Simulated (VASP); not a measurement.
# Sc (Fm-3m) in VASP: notebook

The runs below take Sc through single point, with LDA.

Program: VASP 6.6.1. These are calculated values, not measurements. Logs are shortened: lines on timing, memory, paths and dates and some standing lists are left out, and cuts for length are marked.

## Step 1: The cell of the first run

It takes space group Fm-3m (No. 225, cubic). The conventional cell has a = 4.520 Å, b = 4.520 Å, c = 4.520 Å, α = 90.00°, β = 90.00°, γ = 90.00°. Within 4.2 Å of Sc (site symmetry m-3m) lie 12 Sc at 3.20 Å.

This isn't the form of Sc at room conditions, which is hcp.

## Step 2: Single point, LDA, collinear spin

INCAR

```
SYSTEM = Sc
ALGO = Normal
EDIFF = 1E-7
ENCUT = 520
ISIF = 2
ISMEAR = -1
ISPIN = 2
LASPH = .TRUE.
LCHARG = .FALSE.
LMAXMIX = 4
LORBIT = 11
LREAL = .FALSE.
LWAVE = .FALSE.
MAGMOM = 0.2
NBANDS = 16
NELM = 150
NUPDOWN = 0.2
PREC = Accurate
SIGMA = 0.03
```

KPOINTS

```
k-points
0
G
  13 13 13
  0 0 0
```

POSCAR

```
Sc
1.0
    0.0000000000      2.2600000000      2.2600000000
    2.2600000000      0.0000000000      2.2600000000
    2.2600000000      2.2600000000      0.0000000000
Sc
1
Direct
    0.0000000000      0.0000000000      0.0000000000
```

Potentials or basis: VASP PAW LDA potentials, release 64 (Sc_sv).

Started as:

```console
$ cat potpaw_LDA.64/Sc_sv/POTCAR > POTCAR
$ mpirun -np 1 vasp_std > vasp.out
```

OUTCAR:

```text
SYSTEM = Sc
   EDIFF = 1E-7
   ENCUT = 520
   ISIF = 2
   ISMEAR = -1
   ISPIN = 2
   LASPH = .TRUE.
   LORBIT = 11
   LREAL = .FALSE.
   NELM = 150
   NUPDOWN = 0.2
   PREC = Accurate

 ion  position               nearest neighbor table
   1  0.000  0.000  0.000-

  LATTYP: Found a face centered cubic cell.
 ALAT       =     4.5200000000

  Lattice vectors:

 A1 = (   0.0000000000,   2.2600000000,   2.2600000000)
 A2 = (   2.2600000000,   0.0000000000,   2.2600000000)
 A3 = (   2.2600000000,   2.2600000000,   0.0000000000)

Analysis of symmetry for initial positions (statically):
=====================================================================
 Subroutine PRICEL returns:
 Original cell was already a primitive cell.

 Routine SETGRP: Setting up the symmetry group for a
 face centered cubic supercell.

 Subroutine GETGRP returns: Found 48 space group operations
 (whereof 48 operations were pure point group operations)
 out of a pool of 48 trial point group operations.

The static configuration has the point symmetry O_h .

Analysis of symmetry for dynamics (positions and initial velocities):
=====================================================================
 Subroutine PRICEL returns:
 Original cell was already a primitive cell.

 Routine SETGRP: Setting up the symmetry group for a
 face centered cubic supercell.

 Subroutine GETGRP returns: Found 48 space group operations
 (whereof 48 operations were pure point group operations)
 out of a pool of 48 trial point group operations.

The dynamic configuration has the point symmetry O_h .

Analysis of structural, dynamic, and magnetic symmetry:
=====================================================================
 Subroutine PRICEL returns:
 Original cell was already a primitive cell.

 Routine SETGRP: Setting up the symmetry group for a
 face centered cubic supercell.

 Subroutine GETGRP returns: Found 48 space group operations
 (whereof 48 operations were pure point group operations)
 out of a pool of 48 trial point group operations.

The overall configuration has the point symmetry O_h .

 Subroutine INISYM returns: Found 48 space group operations
 (whereof 48 operations are pure point group operations),
 and found     1 'primitive' translations

----------------------------------------------------------------------------------------

                                     Primitive cell

  volume of cell :      23.0864

  direct lattice vectors                    reciprocal lattice vectors
     0.000000000  2.260000000  2.260000000    -0.221238938  0.221238938  0.221238938
     2.260000000  0.000000000  2.260000000     0.221238938 -0.221238938  0.221238938
     2.260000000  2.260000000  0.000000000     0.221238938  0.221238938 -0.221238938

  length of vectors
     3.196122651  3.196122651  3.196122651     0.383197081  0.383197081  0.383197081

  position of ions in fractional coordinates (direct lattice)
     0.000000000  0.000000000  0.000000000

  ion indices of the primitive-cell ions
   primitive index   ion index
                 1           1

----------------------------------------------------------------------------------------

 KPOINTS: k-points

Automatic generation of k-mesh.
 Grid dimensions read from file:
 generate k-points for:   13   13   13

 Generating k-lattice:

  Cartesian coordinates                     Fractional coordinates (reciprocal lattice)
    -0.017018380  0.017018380  0.017018380     0.076923077  0.000000000  0.000000000
     0.017018380 -0.017018380  0.017018380     0.000000000  0.076923077  0.000000000
     0.017018380  0.017018380 -0.017018380     0.000000000  0.000000000  0.076923077

  Length of vectors
     0.029476699  0.029476699  0.029476699

  Shift w.r.t. Gamma in fractional coordinates (k-lattice)
     0.000000000  0.000000000  0.000000000

 Subroutine IBZKPT returns following result:
 ===========================================

 Found     84 irreducible k-points:

 Following reciprocal coordinates:
            Coordinates               Weight
  0.000000  0.000000  0.000000      1.000000
  0.076923  0.000000  0.000000      8.000000
  0.153846  0.000000  0.000000      8.000000
  0.230769  0.000000  0.000000      8.000000
  0.307692  0.000000  0.000000      8.000000
  0.384615  0.000000  0.000000      8.000000
[... 16 lines left out ...]
  0.384615  0.153846  0.000000     24.000000
  0.461538  0.153846  0.000000     24.000000
 [... further k-points ...]
   k-points           NKPTS =     84   k-points in BZ     NKDIM =     84   number of bands    NBANDS=     16
   number of dos      NEDOS =    301   number of ions     NIONS =      1
   total plane-waves  NPLWV =  13824
   dimension x,y,z NGX =    24 NGY =   24 NGZ =   24
   dimension x,y,z NGXF=    48 NGYF=   48 NGZF=   48
   ions per type =               1
   NGX,Y,Z   is equivalent  to a cutoff of  12.48, 12.48, 12.48 a.u.
   NGXF,Y,Z  is equivalent  to a cutoff of  24.97, 24.97, 24.97 a.u.
 SYSTEM =  Sc
   PREC   = accura    normal or accurate (medium, high low for compatibility)
   ISTART =      0    job   : 0-new  1-cont  2-samecut
   ICHARG =      2    charge: 1-file 2-atom 10-const
   ISPIN  =      2    spin polarized calculation?
   LNONCOLLINEAR =      F non collinear calculations
   LSORBIT =      F    spin-orbit coupling
   LASPH  =      T    aspherical Exc in radial PAW
   ENCUT  =  520.0 eV  38.22 Ry    6.18 a.u.   5.94  5.94  5.94*2*pi/ulx,y,z
   NELM   =    150;   NELMIN=  2; NELMDL= -5     # of ELM steps
   EDIFF  = 0.1E-06   stopping-criterion for ELM
   LREAL  =      F    real-space projection
   EDIFFG = 0.1E-05   stopping-criterion for IOM
   NSW    =      0    number of steps for IOM
   IBRION =     -1    ionic relax: 0-MD 1-quasi-New 2-CG
   NFREE  =      0    steps in history (QN), initial steepest desc. (CG)
   ISIF   =      2    stress and relaxation
   ISYM   =      2    0-nonsym 1-usesym 2-fastsym
   POTIM  = 0.5000    time-step for ionic-motion
   TEBEG  =    0.0;   TEEND  =   0.0 temperature during run
   PSTRESS=    0.0 pullay stress
   NELECT =      11.0000    total number of electrons
   NUPDOWN=       0.2000    fix difference up-down
   EMIN   =  10.00;   EMAX   =-10.00  energy-range for DOS
   EFERMI =   0.00;   METHOD = LEGACY
   ISMEAR =    -1;   SIGMA  =   0.03  broadening in eV -4-tet -1-fermi 0-gaus
   EFERMI_NEDOS =   21; number of points for ismear=-14 and -15
   IALGO  =     38    algorithm
   IMIX   =      4    mixing-type and parameters
     AMIX     =   0.40;   BMIX     =  1.00
     AMIX_MAG =   1.60;   BMIX_MAG =  1.00
  volume/ion in A,a.u.               =      23.09       155.79
  Fermi-wavevector in a.u.,A,eV,Ry     =   1.278657  2.416311 22.245021  1.634963
  Thomas-Fermi vector in A             =   2.411187
   LORBIT       =     11    0 simple, 1 ext, 2 COOP (PROOUT), +10 PAW based schemes
   GGA     = CA    functional components
   LHFCALC =     F    Hartree Fock is set to
   AEXX    =    0.0000 exact exchange contribution
   IVDW    =     0    specifies the selected vdW correction
   LEPSILON=     F    determine dielectric tensor
   LRPA    =     F    only Hartree local field effects (RPA)
 spin polarized calculation
  energy-cutoff  :      520.00
  volume of cell :       23.09
 maximum number of plane-waves:       632
   NGX = 11   NGY = 11   NGZ = 11

 number of electron      11.0000000 magnetization       0.2000000

 Free energy of the ion-electron system (eV)
  ---------------------------------------------------
  ext. energy  EPLUGINS =         0.00000000
  ---------------------------------------------------
  free energy    TOTEN  =        -6.67779017 eV

  energy without entropy =       -6.67208188  energy(sigma->0) =       -6.67493602

 E-fermi :   3.8454     XC(G=0): -10.4116

 val. band max:        3.9658539036   @ k =  -0.3846   0.1538   0.0000
 cond. band min:       3.8505456293   @ k =   0.3077   0.3077   0.0000
 fundamental gap:     -0.1153082743
 Fermi energy:         3.9718409806

 spin component 1

 k-point     1 :       0.0000    0.0000    0.0000
  band No.  band energies     occupation
      1     -44.7943      1.00000
      2     -23.5016      1.00000
      3     -23.5016      1.00000
      4     -23.5016      1.00000
      5      -1.4148      1.00000
      6       5.4676      0.00000
[... 8 lines left out ...]
     15      23.4386      0.00000
     16      24.7651      0.00000

 k-point     2 :       0.0769    0.0000    0.0000
  band No.  band energies     occupation
      1     -44.7895      1.00000
      2     -23.5320      1.00000
      3     -23.5054      1.00000
      4     -23.5054      1.00000
      5      -1.2550      1.00000
      6       5.3486      0.00000
[... 8 lines left out ...]
     15      23.7989      0.00000
     16      24.6930      0.00000
[... 387 lines left out ...]
      5       1.4507      1.00000
      6       4.0246      0.14703
[... 8 lines left out ...]
     15      24.4483      0.00000
     16      24.6391      0.00000

 k-point    24 :       0.4615    0.1538    0.0000
  band No.  band energies     occupation
      1     -44.7086      1.00000
      2     -23.9482      1.00000
      3     -23.6238      1.00000
      4     -23.5940      1.00000
      5       2.1417      1.00000
      6       3.8810      0.95386
[... 8 lines left out ...]
     15      24.3661      0.00000
     16      24.5188      0.00000

 [... further k-points ...]

 spin component 2

 k-point     1 :       0.0000    0.0000    0.0000
  band No.  band energies     occupation
      1     -44.7117      1.00000
      2     -23.4177      1.00000
      3     -23.4177      1.00000
      4     -23.4177      1.00000
      5      -1.2718      1.00000
      6       5.5783      0.00000
[... 8 lines left out ...]
     15      23.5843      0.00000
     16      24.8937      0.00000

 k-point     2 :       0.0769    0.0000    0.0000
  band No.  band energies     occupation
      1     -44.7069      1.00000
      2     -23.4480      1.00000
      3     -23.4215      1.00000
      4     -23.4215      1.00000
      5      -1.1121      1.00000
      6       5.4606      0.00000
[... 8 lines left out ...]
     15      23.9378      0.00000
     16      24.8231      0.00000
[... 387 lines left out ...]
      5       1.5897      1.00000
      6       4.1489      0.00004
[... 8 lines left out ...]
     15      24.5791      0.00000
     16      24.7768      0.00000

 k-point    24 :       0.4615    0.1538    0.0000
  band No.  band energies     occupation
      1     -44.6263      1.00000
      2     -23.8622      1.00000
      3     -23.5394      1.00000
      4     -23.5098      1.00000
      5       2.2775      1.00000
      6       4.0076      0.00446
[... 8 lines left out ...]
     15      24.4978      0.00000
     16      24.6521      0.00000

 [... further k-points ...]

------------------------ aborting loop because EDIFF is reached ----------------------------------------

  FORCE on cell =-STRESS in cart. coord.  units (eV):
  Direction    XX          YY          ZZ          XY          YZ          ZX
  --------------------------------------------------------------------------------------
  -------------------------------------------------------------------------------------
  Total       -0.2217886     -0.2217886     -0.2217886     -0.0000000     -0.0000000      0.0000000
  in kB      -15.3919782    -15.3919782    -15.3919782     -0.0000000     -0.0000000      0.0000000
  external PRESSURE =     -15.3919782 kB  Pullay stress =       0.0000000 kB

 VOLUME and BASIS-vectors are now :
 -----------------------------------------------------------------------------
  energy-cutoff  :      520.00
  volume of cell :       23.09
      direct lattice vectors                 reciprocal lattice vectors
     0.000000000  2.260000000  2.260000000    -0.221238938  0.221238938  0.221238938
     2.260000000  0.000000000  2.260000000     0.221238938 -0.221238938  0.221238938
     2.260000000  2.260000000  0.000000000     0.221238938  0.221238938 -0.221238938

 POSITION                                       TOTAL-FORCE (eV/Angst)
 -----------------------------------------------------------------------------------
      0.00000      0.00000      0.00000         0.000000      0.000000     -0.000000
 -----------------------------------------------------------------------------------
    total drift:                               -0.000000      0.000000      0.000000

  FREE ENERGIE OF THE ION-ELECTRON SYSTEM (eV)
  ---------------------------------------------------
  free  energy   TOTEN  =        -6.6777901686 eV

  energy  without entropy=       -6.6720818794  energy(sigma->0) =       -6.67493602

 total charge

# of ion       s       p       d       tot
------------------------------------------
    1        2.294   6.101   1.092   9.487

 magnetization (x)

# of ion       s       p       d       tot
------------------------------------------
    1        0.001   0.017   0.101   0.118
```

It took 15 s on 1 thread of Intel Xeon 6975P-C (Granite Rapids), shared host; peak memory 0.16 GiB.

What came out:

```
Free energy                                           : -6.6778 eV
Pressure                                              : -1.5 GPa
Net moment                                            : 0.20 μB per cell
Site moments                                          : Sc +0.12 μB
Valence electrons inside the program's atomic spheres : Sc 9.49
```

Caveat: the total moment is fixed, so each spin has its own Fermi level.

(Continued in part 2 of 2.)
